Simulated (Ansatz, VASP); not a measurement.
**Two plane-wave programs on CdTe**

```
Cd Te
1.0
     3.79776    0.00000    0.00000
     0.00000    3.79776    0.00000
     0.00000    0.00000    3.79776
Cd Te
1 1
Direct
  0.00000 0.00000 0.00000
  0.50000 0.50000 0.50000
```

Alike in both runs: functional PBE; k mesh 4 × 4 × 4; occupations gaussian, width 0.1 eV; no spin polarisation.

Ansatz relaxed the structure, and its values are those at the end. VASP's run is a single point on that final structure, the one shown.

|  | VASP | Ansatz |
| --- | --- | --- |
| version | VASP 6.6.1 | Ansatz 0.2.0 |
| potentials or method | VASP PAW PBE potentials, release 64 (Cd, Te), cutoff 520 eV | scalar-relativistic, plane waves, PAW |
| valence electrons in the cell | 18 | 36 |

Ansatz gave:

| Quantity | Value |
| --- | --- |
| gap on the k mesh at the Fermi level (eV) | none |
| pressure (GPa) | 0.2 |

Question: Which values does VASP return?

Answer: gap on the k mesh at the Fermi level (eV): none; pressure (GPa): 0.4.

A gap of «none» marks a metal or a gap that the smearing closes. VASP's potentials hold 18 valence electrons a cell and Ansatz's 36, so a difference there can come from the potentials and not from the codes.

The k mesh is coarse, so the values compare programs but aren't converged. Spin-orbit coupling is off throughout.
